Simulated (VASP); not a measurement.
# CdTe (F-43m) in VASP: notebook, part 2 of 2

VASP 6.6.1.

## 4. Single point, LDA

This run uses another cell than the first one, of 32.58 Å³/atom.

INCAR reads:

```
ALGO = Normal ; EDIFF = 1E-6
ENCUT = 500 ; GGA = CA
GGA_COMPAT = False ; ISIF = 2
ISMEAR = 0 ; LASPH = True
LCHARG = False ; LREAL = False
LWAVE = False ; NBANDS = 16
NELM = 120 ; PREC = Accurate
SIGMA = 0.02
```

KPOINTS reads:

```
k-points
0
Gamma
  10 10 10
```

POSCAR reads:

```
CdTe
1.0
    0.0000000000      3.1938101471      3.1938101471
    3.1938101471      0.0000000000      3.1938101471
    3.1938101471      3.1938101471      0.0000000000
Cd Te
1 1
Direct
    0.0000000000      0.0000000000      0.0000000000
    0.2500000000      0.2500000000      0.2500000000
```

Potentials or basis: VASP PAW LDA potentials, release 64 (Cd, Te).

Run with:

```
cat potpaw_LDA.64/Cd/POTCAR potpaw_LDA.64/Te/POTCAR > POTCAR
mpirun -np 1 vasp_std > vasp.out
```

OUTCAR:

```text
EDIFF = 1E-6
   ENCUT = 500
   GGA = CA
   ISIF = 2
   ISMEAR = 0
   LASPH = True
   LREAL = False
   NELM = 120
   PREC = Accurate

 ion  position               nearest neighbor table
   1  0.000  0.000  0.000-   2 2.77   2 2.77   2 2.77   2 2.77
   2  0.250  0.250  0.250-   1 2.77   1 2.77   1 2.77   1 2.77

  LATTYP: Found a face centered cubic cell.
 ALAT       =     6.3876202942

  Lattice vectors:

 A1 = (   0.0000000000,   3.1938101471,   3.1938101471)
 A2 = (   3.1938101471,   0.0000000000,   3.1938101471)
[... 625 lines left out ...]
      3      -5.7436      2.00000
      4      -5.6836      2.00000
      5      -5.5617      2.00000
      6      -5.3220      2.00000
[... 8 lines left out ...]
     15      13.1271      0.00000
     16      14.2628      0.00000

 [... further k-points ...]
[... 5 lines left out ...]
  --------------------------------------------------------------------------------------
  -------------------------------------------------------------------------------------
  Total        0.3029073      0.3029073      0.3029073      0.0000000      0.0000000     -0.0000000
  in kB        7.4484013      7.4484013      7.4484013      0.0000000      0.0000000     -0.0000000
  external PRESSURE =       7.4484013 kB  Pullay stress =       0.0000000 kB

 VOLUME and BASIS-vectors are now :
 -----------------------------------------------------------------------------
  energy-cutoff  :      500.00
  volume of cell :       65.16
      direct lattice vectors                 reciprocal lattice vectors
     0.000000000  3.193810147  3.193810147    -0.156552825  0.156552825  0.156552825
     3.193810147  0.000000000  3.193810147     0.156552825 -0.156552825  0.156552825
     3.193810147  3.193810147  0.000000000     0.156552825  0.156552825 -0.156552825

 POSITION                                       TOTAL-FORCE (eV/Angst)
 -----------------------------------------------------------------------------------
      0.00000      0.00000      0.00000        -0.000000     -0.000000     -0.000000
      1.59691      1.59691      1.59691         0.000000      0.000000      0.000000
 -----------------------------------------------------------------------------------
    total drift:                                0.000000      0.000000      0.000000

  FREE ENERGIE OF THE ION-ELECTRON SYSTEM (eV)
  ---------------------------------------------------
  free  energy   TOTEN  =        -6.0497706499 eV

  energy  without entropy=       -6.0497706499  energy(sigma->0) =       -6.04977065
```

OSZICAR:

```text
N       E                     dE             d eps       ncg     rms          rms(c)
DAV:   1     0.100096177373E+03    0.10010E+03   -0.82126E+03  1520   0.954E+02
DAV:   2    -0.270714502653E+01   -0.10280E+03   -0.98231E+02  1824   0.238E+02
DAV:   3    -0.625881662239E+01   -0.35517E+01   -0.35471E+01  1824   0.457E+01
DAV:   4    -0.629192496345E+01   -0.33108E-01   -0.33107E-01  2232   0.392E+00
DAV:   5    -0.629199653198E+01   -0.71569E-04   -0.71568E-04  1984   0.174E-01    0.618E+00
DAV:   6    -0.607392357904E+01    0.21807E+00   -0.36945E-01  1888   0.787E+00    0.494E+00
DAV:   7    -0.605190219930E+01    0.22021E-01   -0.94573E-02  1856   0.209E+00    0.178E+00
DAV:   8    -0.605003428258E+01    0.18679E-02   -0.10506E-02  1664   0.123E+00    0.438E-01
DAV:   9    -0.604977728680E+01    0.25700E-03   -0.77045E-04  2008   0.310E-01    0.118E-01
DAV:  10    -0.604976814898E+01    0.91378E-05   -0.86136E-05  1816   0.808E-02    0.540E-02
DAV:  11    -0.604977154606E+01   -0.33971E-05   -0.21078E-05  1936   0.421E-02    0.307E-02
DAV:  12    -0.604977064987E+01    0.89620E-06   -0.18888E-06  1640   0.127E-02
   1 F= -.60497706E+01 E0= -.60497706E+01  d E =-.788386E-15
```

stdout:

```text
POSCAR found type information on POSCAR CdTe
 POSCAR found :  2 types and       2 ions
 scaLAPACK will be used
 LDA part: xc-table for (Slater(with rela. corr.)+CA(PZ))
 , standard interpolation
 POSCAR, INCAR and KPOINTS ok, starting setup
 FFT: planning ... GRIDC
 FFT: planning ... GRID_SOFT
 FFT: planning ... GRID
 WAVECAR not read
 entering main loop
```

Wall time 91 s (1 thread of AMD EPYC 7R13, shared host); peak memory 0.17 GiB.

Results:

| Item | Value |
| --- | --- |
| Free energy | -6.0498 eV |
| Pressure | 0.7 GPa |
| Band gap on the k mesh | 0.69 eV |

Caveat: spin-orbit coupling is left out, which moves the levels of the heavy elements.

## 5. Single point, LDA

This run uses another cell than the first one, of 32.91 Å³/atom.

INCAR reads:

```
SYSTEM = CdTe
ALGO     = Normal         ! electronic algorithm
EDIFF    = 1E-6           ! SCF threshold, eV
ENCUT    = 500            ! plane-wave cutoff, eV
GGA      = CA             ! functional
GGA_COMPAT= .False.      
ISIF     = 2              ! what is computed and relaxed
ISMEAR   = 0              ! smearing method
LASPH    = .True.         ! aspherical terms in the spheres
LCHARG   = .False.        ! write CHGCAR
LREAL    = .False.        ! projectors in reciprocal space
LWAVE    = .False.        ! write WAVECAR
NBANDS   = 16             ! bands
NELM     = 120            ! most SCF steps
PREC     = Accurate       ! precision mode
SIGMA    = 0.02           ! smearing width, eV
```

KPOINTS reads:

```
k-points
0
Gamma
  10 10 10
  0 0 0
```

POSCAR reads:

```
CdTe
1.0
    0.0000000000      3.2044576291      3.2044576291
    3.2044576291      0.0000000000      3.2044576291
    3.2044576291      3.2044576291      0.0000000000
Cd Te
1 1
Direct
    0.0000000000      0.0000000000      0.0000000000
    0.2500000000      0.2500000000      0.2500000000
```

Run with:

```
cat potpaw_LDA.64/Cd/POTCAR potpaw_LDA.64/Te/POTCAR > POTCAR
mpirun -np 1 vasp_std > vasp.out
```

It took 85 s on 1 thread of AMD EPYC 7R13, shared host; peak memory 0.17 GiB.

The run converged. Its results:

| Quantity | Value |
| --- | --- |
| Free energy | -6.0518 eV |
| Pressure | 0.3 GPa |
| Band gap on the k mesh | 0.66 eV |

Levels at points of the mesh, in eV from the valence-band top:
| k point | band 6 | band 7 | band 8 | band 9 | band 10 | band 11 | band 12 | band 13 |
| --- | --- | --- | --- | --- | --- | --- | --- | --- |
| (0.00, 0.00, 0.00) | -8.12 | 0.00 | 0.00 | 0.00 | 0.66 | 4.48 | 4.48 | 4.48 |
| (0.50, 0.00, 0.00) | -7.75 | -4.69 | -0.84 | -0.84 | 1.69 | 5.08 | 5.08 | 6.88 |
| (0.50, 0.50, 0.00) | -7.60 | -4.54 | -2.01 | -2.01 | 2.37 | 2.54 | 8.83 | 9.16 |

Caveat: spin-orbit coupling is left out, which moves the levels of the heavy elements.

## 6. Relaxation of cell and atoms, LDA, target pressure 2 GPa, at which the enthalpy is minimised

This run uses another cell than the first one, of 32.92 Å³/atom.

INCAR reads:

```
SYSTEM = CdTe
PREC = Accurate
ENCUT = 500
EDIFF = 1E-7
ISMEAR = 0
SIGMA = 0.02
LREAL = .FALSE.
LASPH = .TRUE.
NELM = 120
ALGO = Normal
ISIF = 3
LWAVE = .FALSE.
LCHARG = .FALSE.
GGA = CA
IBRION = 2
NSW = 100
EDIFFG = -0.002
PSTRESS = 20.0
GGA_COMPAT = .FALSE.
NELMIN = 4
```

KPOINTS reads:

```
Automatic mesh
0
G
  8 8 8
  0 0 0
```

POSCAR reads:

```
CdTe
1.0
    0.0000000000      3.2050000000      3.2050000000
    3.2050000000      0.0000000000      3.2050000000
    3.2050000000      3.2050000000      0.0000000000
Cd Te
1 1
Direct
    0.0000000000      0.0000000000      0.0000000000
    0.2500000000      0.2500000000      0.2500000000
```

Potentials or basis: VASP PAW LDA potentials, release 64 (Cd, Te).

Run with:

```
cat potpaw_LDA.64/Cd/POTCAR potpaw_LDA.64/Te/POTCAR > POTCAR
mpirun -np 1 vasp_std > vasp.out
```

It took 1.8 min on 1 thread of AMD EPYC 7R13, shared host; peak memory 0.16 GiB.

The run converged. Its results:

```yaml
Free_energy: -6.0358 eV
Relaxed_volume: 31.82 Å³/atom
Relaxed_cell: a = 4.481 Å, b = 4.481 Å, c = 4.481 Å, α = 60.00°, β = 60.00°, γ = 60.00°
Space_group_after_relaxing_to_0.1_Å: F-43m (No. 216)
Energy_change_on_relaxing_the_run_minimises_the_enthalpy: +7.5 meV/atom
Ionic_steps: 3
Pressure_after_relaxing: 2.0 GPa
Band_gap_on_the_k_mesh: 0.76 eV
```

Step by step:
```csv
step,energy change (eV),largest force (eV/Å),pressure (GPa),volume (Å³)
1,0.0000,0.0000,0.23,65.84
2,0.0338,0.0000,3.09,62.45
3,0.0151,0.0000,1.99,63.63
```

Final structure:
```
CELL_PARAMETERS angstrom
0.00000 3.16870 3.16870
3.16870 0.00000 3.16870
3.16870 3.16870 0.00000
ATOMIC_POSITIONS crystal
Cd 0.00000 0.00000 0.00000
Te 0.25000 0.25000 0.25000
```

Levels at points of the mesh, in eV from the valence-band top:
```tsv
k point	band 5	band 6	band 7	band 8	band 9	band 10	band 11	band 12	band 13
(0.00, 0.00, 0.00)	-8.23	-8.23	0.00	0.00	0.00	0.76	4.45	4.45	4.45
(0.50, 0.00, 0.00)	-8.22	-7.83	-4.90	-0.89	-0.89	1.72	5.06	5.06	6.89
(0.50, 0.50, 0.00)	-8.20	-7.67	-4.72	-2.13	-2.13	2.29	2.52	9.02	9.33
```

Caveat: the cell is relaxed towards a set pressure, so the run minimises the enthalpy, not the energy; spin-orbit coupling is left out, which moves the levels of the heavy elements. Expect the measured gap to be larger: semilocal functionals such as LDA lack the derivative discontinuity.

## 7. Summary

| task | cell | k mesh | gap on the mesh (eV) | pressure (GPa) |
| --- | --- | --- | --- | --- |
| single point | a = 4.473 Å, angles 60.0°, 2 atoms | 10 × 10 × 10 | 0.78 | 2.3 |
| single point | a = 4.495 Å, angles 60.0°, 2 atoms | 10 × 10 × 10 | 0.73 | 1.5 |
| single point | a = 4.517 Å, angles 60.0°, 2 atoms | 10 × 10 × 10 | 0.69 | 0.7 |
| single point | a = 4.532 Å, angles 60.0°, 2 atoms | 10 × 10 × 10 | 0.66 | 0.3 |
| relaxation of cell and atoms | relaxed to 2 GPa from a = 4.533 Å, angles 60.0°, 2 atoms | 8 × 8 × 8 | 0.76 | 2.0 |

Alike in all rows: level LDA; potentials or basis VASP PAW LDA potentials, release 64 (Cd, Te); no spin polarisation; cutoff (eV) 500; smearing gaussian 0.02 eV.

Caveats: spin-orbit coupling is left out, which moves the levels of the heavy elements; the cell is relaxed towards a set pressure, so the run minimises the enthalpy, not the energy (at least some runs).

Total energies depend on the potentials used, so only differences within one code and one set of settings carry meaning.
